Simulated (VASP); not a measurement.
# SrSi (Cmcm) in VASP: single point with LDA

Aim: the single point of SrSi with LDA.

Everything below comes from runs of VASP 6.6.1. Logs are shortened: lines on timing, memory, paths and dates and some standing lists are left out, and cuts for length are marked.

## Step 1: The cell of the first run

The structure is orthorhombic, space group Cmcm (No. 63). The conventional cell has a = 4.830 Å, b = 11.330 Å, c = 4.040 Å, α = 90.00°, β = 90.00°, γ = 90.00°. Sr (site symmetry m2m) has 7 Si at 3.26 to 3.36 Å and 8 Sr at 3.76 to 4.04 Å within 4.3 Å. Si (site symmetry m2m) has 2 Si at 2.51 Å and 4 Sr at 3.26 Å within 3.3 Å.

## Step 2: Single point, LDA

Contents of INCAR:

```
SYSTEM = SrSi
PREC = Accurate
ENCUT = 520
EDIFF = 1E-6
ISMEAR = 1
SIGMA = 0.15
LREAL = .False.
LASPH = .True.
NELM = 80
ALGO = Normal
ISIF = 2
LWAVE = .False.
LCHARG = .False.
NBANDS = 22
```

Contents of KPOINTS:

```
Automatic mesh
0
Gamma
  5 5 6
  0 0 0
```

Contents of POSCAR:

```
SrSi
1.0
    2.4150000000     -5.6650000000      0.0000000000
    2.4150000000      5.6650000000      0.0000000000
    0.0000000000      0.0000000000      4.0400000000
Sr Si
2 2
Direct
    0.6400000000      0.3600000000      0.2500000000
    0.3600000000      0.6400000000      0.7500000000
    0.9340000000      0.0660000000      0.2500000000
    0.0660000000      0.9340000000      0.7500000000
```

Potentials or basis: VASP PAW LDA potentials, release 64 (Sr_sv, Si).

Launch:

```console
$ cat potpaw_LDA.64/Sr_sv/POTCAR potpaw_LDA.64/Si/POTCAR > POTCAR
$ mpirun -np 1 vasp_std > vasp.out
```

OUTCAR:

```text
SYSTEM = SrSi
   PREC = Accurate
   ENCUT = 520
   EDIFF = 1E-6
   ISMEAR = 1
   LREAL = .False.
   LASPH = .True.
   NELM = 80
   ISIF = 2

 ion  position               nearest neighbor table
   1  0.640  0.360  0.250-   4 3.26   4 3.26   4 3.26   4 3.26   3 3.33   3 3.36   3 3.36   2 3.76
                             2 3.76   2 4.02   2 4.02   2 4.02   2 4.02
   2  0.360  0.640  0.750-   3 3.26   3 3.26   3 3.26   3 3.26   4 3.33   4 3.36   4 3.36   1 3.76
                             1 3.76   1 4.02   1 4.02   1 4.02   1 4.02
   3  0.934  0.066  0.250-   4 2.51   4 2.51   2 3.26   2 3.26   2 3.26   2 3.26   1 3.33   1 3.36
                             1 3.36
   4  0.066  0.934  0.750-   3 2.51   3 2.51   1 3.26   1 3.26   1 3.26   1 3.26   2 3.33   2 3.36
                             2 3.36

  LATTYP: Found a base centered orthorhombic cell.
 ALAT       =     4.8300000000
 B/A-ratio  =     2.3457556936
 C/A-ratio  =     0.8364389234

  Lattice vectors:

 A1 = (   2.4150000000,  -5.6650000000,   0.0000000000)
 A2 = (   2.4150000000,   5.6650000000,   0.0000000000)
 A3 = (   0.0000000000,   0.0000000000,   4.0400000000)

Analysis of symmetry for initial positions (statically):
=====================================================================
 Subroutine PRICEL returns:
 Original cell was already a primitive cell.

 Routine SETGRP: Setting up the symmetry group for a
 base centered orthorhombic supercell.

 Subroutine GETGRP returns: Found  8 space group operations
 (whereof  4 operations were pure point group operations)
 out of a pool of  8 trial point group operations.

The static configuration has the point symmetry C_2h.
 The point group associated with its full space group is D_2h.

Analysis of symmetry for dynamics (positions and initial velocities):
=====================================================================
 Subroutine PRICEL returns:
 Original cell was already a primitive cell.

 Routine SETGRP: Setting up the symmetry group for a
 base centered orthorhombic supercell.

 Subroutine GETGRP returns: Found  8 space group operations
 (whereof  4 operations were pure point group operations)
 out of a pool of  8 trial point group operations.

The dynamic configuration has the point symmetry C_2h.
 The point group associated with its full space group is D_2h.

 Subroutine INISYM returns: Found  8 space group operations
 (whereof  4 operations are pure point group operations),
 and found     1 'primitive' translations

----------------------------------------------------------------------------------------

                                     Primitive cell

  volume of cell :     110.5423

  direct lattice vectors                    reciprocal lattice vectors
     2.415000000 -5.665000000  0.000000000     0.207039337 -0.088261253  0.000000000
     2.415000000  5.665000000  0.000000000     0.207039337  0.088261253  0.000000000
     0.000000000  0.000000000  4.040000000     0.000000000  0.000000000  0.247524752

  length of vectors
     6.158283040  6.158283040  4.040000000     0.225067403  0.225067403  0.247524752

  position of ions in fractional coordinates (direct lattice)
     0.640000000  0.360000000  0.250000000
     0.360000000  0.640000000  0.750000000
     0.934000000  0.066000000  0.250000000
     0.066000000  0.934000000  0.750000000

  ion indices of the primitive-cell ions
   primitive index   ion index
                 1           1
                 2           2
                 3           3
                 4           4

----------------------------------------------------------------------------------------

 KPOINTS: Automatic mesh

Automatic generation of k-mesh.
 Grid dimensions read from file:
 generate k-points for:    5    5    6

 Generating k-lattice:

  Cartesian coordinates                     Fractional coordinates (reciprocal lattice)
     0.041407867 -0.017652251  0.000000000     0.200000000  0.000000000  0.000000000
     0.041407867  0.017652251  0.000000000     0.000000000  0.200000000  0.000000000
     0.000000000  0.000000000  0.041254125     0.000000000  0.000000000  0.166666667

  Length of vectors
     0.045013481  0.045013481  0.041254125

  Shift w.r.t. Gamma in fractional coordinates (k-lattice)
     0.000000000  0.000000000  0.000000000

 Subroutine IBZKPT returns following result:
 ===========================================

 Found     36 irreducible k-points:

 Following reciprocal coordinates:
            Coordinates               Weight
  0.000000  0.000000  0.000000      1.000000
  0.200000  0.000000  0.000000      4.000000
  0.400000  0.000000  0.000000      4.000000
  0.200000  0.200000  0.000000      2.000000
  0.400000  0.200000  0.000000      4.000000
 -0.400000  0.200000  0.000000      4.000000
[... 16 lines left out ...]
  0.400000  0.200000  0.333333      8.000000
 -0.400000  0.200000  0.333333      8.000000
 [... further k-points ...]
   k-points           NKPTS =     36   k-points in BZ     NKDIM =     36   number of bands    NBANDS=     22
   number of dos      NEDOS =    301   number of ions     NIONS =      4
   total plane-waves  NPLWV =  69120
   dimension x,y,z NGX =    48 NGY =   48 NGZ =   30
   dimension x,y,z NGXF=    96 NGYF=   96 NGZF=   60
   ions per type =               2   2
   NGX,Y,Z   is equivalent  to a cutoff of  12.96, 12.96, 12.34 a.u.
   NGXF,Y,Z  is equivalent  to a cutoff of  25.92, 25.92, 24.69 a.u.
 SYSTEM =  SrSi
   PREC   = accura    normal or accurate (medium, high low for compatibility)
   ISTART =      0    job   : 0-new  1-cont  2-samecut
   ICHARG =      2    charge: 1-file 2-atom 10-const
   ISPIN  =      1    spin polarized calculation?
   LNONCOLLINEAR =      F non collinear calculations
   LSORBIT =      F    spin-orbit coupling
   LASPH  =      T    aspherical Exc in radial PAW
   ENCUT  =  520.0 eV  38.22 Ry    6.18 a.u.  11.45 11.45  7.51*2*pi/ulx,y,z
   NELM   =     80;   NELMIN=  2; NELMDL= -5     # of ELM steps
   EDIFF  = 0.1E-05   stopping-criterion for ELM
   LREAL  =      F    real-space projection
   EDIFFG = 0.1E-04   stopping-criterion for IOM
   NSW    =      0    number of steps for IOM
   IBRION =     -1    ionic relax: 0-MD 1-quasi-New 2-CG
   NFREE  =      0    steps in history (QN), initial steepest desc. (CG)
   ISIF   =      2    stress and relaxation
   ISYM   =      2    0-nonsym 1-usesym 2-fastsym
   POTIM  = 0.5000    time-step for ionic-motion
   TEBEG  =    0.0;   TEEND  =   0.0 temperature during run
   PSTRESS=    0.0 pullay stress
   NELECT =      28.0000    total number of electrons
   NUPDOWN=      -1.0000    fix difference up-down
   EMIN   =  10.00;   EMAX   =-10.00  energy-range for DOS
   EFERMI =   0.00;   METHOD = LEGACY
   ISMEAR =     1;   SIGMA  =   0.15  broadening in eV -4-tet -1-fermi 0-gaus
   EFERMI_NEDOS =   21; number of points for ismear=-14 and -15
   IALGO  =     38    algorithm
   IMIX   =      4    mixing-type and parameters
     AMIX     =   0.40;   BMIX     =  1.00
     AMIX_MAG =   1.60;   BMIX_MAG =  1.00
  volume/ion in A,a.u.               =      27.64       186.49
  Fermi-wavevector in a.u.,A,eV,Ry     =   1.035821  1.957418 14.598032  1.072925
  Thomas-Fermi vector in A             =   2.170182
   LORBIT       =      0    0 simple, 1 ext, 2 COOP (PROOUT), +10 PAW based schemes
   GGA     = CA    functional components
   LHFCALC =     F    Hartree Fock is set to
   AEXX    =    0.0000 exact exchange contribution
   IVDW    =     0    specifies the selected vdW correction
   LEPSILON=     F    determine dielectric tensor
   LRPA    =     F    only Hartree local field effects (RPA)
 non-spin polarized calculation
 Methfessel and Paxton  Order N= 1 SIGMA  =   0.15
  energy-cutoff  :      520.00
  volume of cell :      110.54
 maximum number of plane-waves:      2998
 NGX is ok and might be reduce to    48
   NGX = 23   NGY = 23   NGZ = 15

 number of electron      28.0000000 magnetization

 Free energy of the ion-electron system (eV)
  ---------------------------------------------------
  ext. energy  EPLUGINS =         0.00000000
  ---------------------------------------------------
  free energy    TOTEN  =       -17.84568854 eV

  energy without entropy =      -17.84593097  energy(sigma->0) =      -17.84576935

 E-fermi :   4.0361     XC(G=0):  -9.2957

 val. band max:        4.0213950325   @ k =   0.2000   0.0000   0.3333
 cond. band min:       4.0756724861   @ k =  -0.4000   0.4000   0.1667
 fundamental gap:      0.0542774535
 Fermi energy:         4.0361318234

 k-point     1 :       0.0000    0.0000    0.0000
  band No.  band energies     occupation
      1     -31.3402      2.00000
      2     -31.2895      2.00000
      3     -13.7257      2.00000
      4     -13.5211      2.00000
      5     -13.4527      2.00000
      6     -13.4393      2.00000
[... 14 lines left out ...]
     21       7.8726      0.00000
     22       7.9467      0.00000

 k-point     2 :       0.2000    0.0000    0.0000
  band No.  band energies     occupation
      1     -31.3364      2.00000
      2     -31.2925      2.00000
      3     -13.7139      2.00000
      4     -13.5557      2.00000
      5     -13.4691      2.00000
      6     -13.4272      2.00000
[... 14 lines left out ...]
     21       7.8183      0.00000
     22       8.5444      0.00000

 k-point     3 :       0.4000    0.0000    0.0000
  band No.  band energies     occupation
      1     -31.3286      2.00000
      2     -31.2989      2.00000
      3     -13.7015      2.00000
      4     -13.6218      2.00000
      5     -13.4663      2.00000
      6     -13.4027      2.00000
[... 14 lines left out ...]
     21       7.7726      0.00000
     22       7.9892      0.00000

 k-point     4 :       0.2000    0.2000    0.0000
  band No.  band energies     occupation
      1     -31.3308      2.00000
      2     -31.2968      2.00000
      3     -13.7213      2.00000
      4     -13.5650      2.00000
      5     -13.5203      2.00000
      6     -13.4092      2.00000
[... 14 lines left out ...]
     21       7.7096      0.00000
     22       8.5770      0.00000

 k-point     5 :       0.4000    0.2000    0.0000
  band No.  band energies     occupation
      1     -31.3243      2.00000
      2     -31.3033      2.00000
      3     -13.7144      2.00000
      4     -13.5834      2.00000
      5     -13.4892      2.00000
      6     -13.3892      2.00000
[... 14 lines left out ...]
     21       7.9897      0.00000
     22       8.4115      0.00000

 k-point     6 :      -0.4000    0.2000    0.0000
  band No.  band energies     occupation
      1     -31.3283      2.00000
      2     -31.3006      2.00000
      3     -13.6809      2.00000
      4     -13.5825      2.00000
      5     -13.4421      2.00000
      6     -13.4027      2.00000
[... 14 lines left out ...]
     21       7.9150      0.00000
     22       8.5744      0.00000

 k-point     7 :      -0.2000    0.2000    0.0000
  band No.  band energies     occupation
      1     -31.3354      2.00000
      2     -31.2943      2.00000
      3     -13.6979      2.00000
      4     -13.5473      2.00000
      5     -13.4262      2.00000
      6     -13.4247      2.00000
[... 324 lines left out ...]
      6     -13.4787      2.00000
[... 14 lines left out ...]
     21       8.5861      0.00000
     22       8.9788      0.00000

 k-point    21 :       0.4000    0.0000    0.3333
  band No.  band energies     occupation
      1     -31.3129      2.00000
      2     -31.2980      2.00000
      3     -13.6444      2.00000
      4     -13.6225      2.00000
      5     -13.5481      2.00000
      6     -13.4792      2.00000
[... 14 lines left out ...]
     21       8.6355      0.00000
     22       8.8147      0.00000

 k-point    22 :       0.2000    0.2000    0.3333
  band No.  band energies     occupation
      1     -31.3140      2.00000
      2     -31.2970      2.00000
      3     -13.6200      2.00000
      4     -13.6171      2.00000
      5     -13.5735      2.00000
      6     -13.4594      2.00000
[... 14 lines left out ...]
     21       8.5175      0.00000
     22       8.6090      0.00000

 k-point    23 :       0.4000    0.2000    0.3333
  band No.  band energies     occupation
      1     -31.3107      2.00000
      2     -31.3002      2.00000
      3     -13.6490      2.00000
      4     -13.6387      2.00000
      5     -13.5712      2.00000
      6     -13.4559      2.00000
[... 14 lines left out ...]
     21       8.8109      0.00000
     22       9.0437      0.00000

 k-point    24 :      -0.4000    0.2000    0.3333
  band No.  band energies     occupation
      1     -31.3130      2.00000
      2     -31.2992      2.00000
      3     -13.6783      2.00000
      4     -13.6174      2.00000
      5     -13.5286      2.00000
      6     -13.4502      2.00000
[... 14 lines left out ...]
     21       8.3324      0.00000
     22       8.9264      0.00000

 [... further k-points ...]

------------------------ aborting loop because EDIFF is reached ----------------------------------------

  FORCE on cell =-STRESS in cart. coord.  units (eV):
  Direction    XX          YY          ZZ          XY          YZ          ZX
  --------------------------------------------------------------------------------------
  -------------------------------------------------------------------------------------
  Total       -2.2790457     -1.9851007     -2.0021944      0.0000000      0.0000000      0.0000000
  in kB      -33.0320261    -28.7716470    -29.0193994      0.0000000      0.0000000      0.0000000
  external PRESSURE =     -30.2743575 kB  Pullay stress =       0.0000000 kB

 VOLUME and BASIS-vectors are now :
 -----------------------------------------------------------------------------
  energy-cutoff  :      520.00
  volume of cell :      110.54
      direct lattice vectors                 reciprocal lattice vectors
     2.415000000 -5.665000000  0.000000000     0.207039337 -0.088261253  0.000000000
     2.415000000  5.665000000  0.000000000     0.207039337  0.088261253  0.000000000
     0.000000000  0.000000000  4.040000000     0.000000000  0.000000000  0.247524752

 POSITION                                       TOTAL-FORCE (eV/Angst)
 -----------------------------------------------------------------------------------
      2.41500     -1.58620      1.01000         0.000000      0.090826      0.000000
      2.41500      1.58620      3.03000         0.000000     -0.090826     -0.000000
      2.41500     -4.91722      1.01000         0.000000     -0.307747      0.000000
      2.41500      4.91722      3.03000         0.000000      0.307747      0.000000
 -----------------------------------------------------------------------------------
    total drift:                                0.000000      0.000000     -0.000000

  FREE ENERGIE OF THE ION-ELECTRON SYSTEM (eV)
  ---------------------------------------------------
  free  energy   TOTEN  =       -17.8456885428 eV

  energy  without entropy=      -17.8459309729  energy(sigma->0) =      -17.84576935
```

It took 51 s on 1 thread of Intel Xeon 6975P-C (Granite Rapids), shared host; peak memory 0.25 GiB.

What came out:

* Free energy: -17.8457 eV
* Pressure: -3.0 GPa
* Largest force: 0.308 eV/Å
* Band gap on the k mesh: zero (band 14 reaches 4.39 eV, above the bottom of band 15 at 3.77 eV)

Forces in eV/Å, atoms in the order of the input:
```
Sr   0.000  0.091  0.000
Sr   0.000 -0.091  0.000
Si   0.000 -0.308  0.000
Si   0.000  0.308  0.000
```
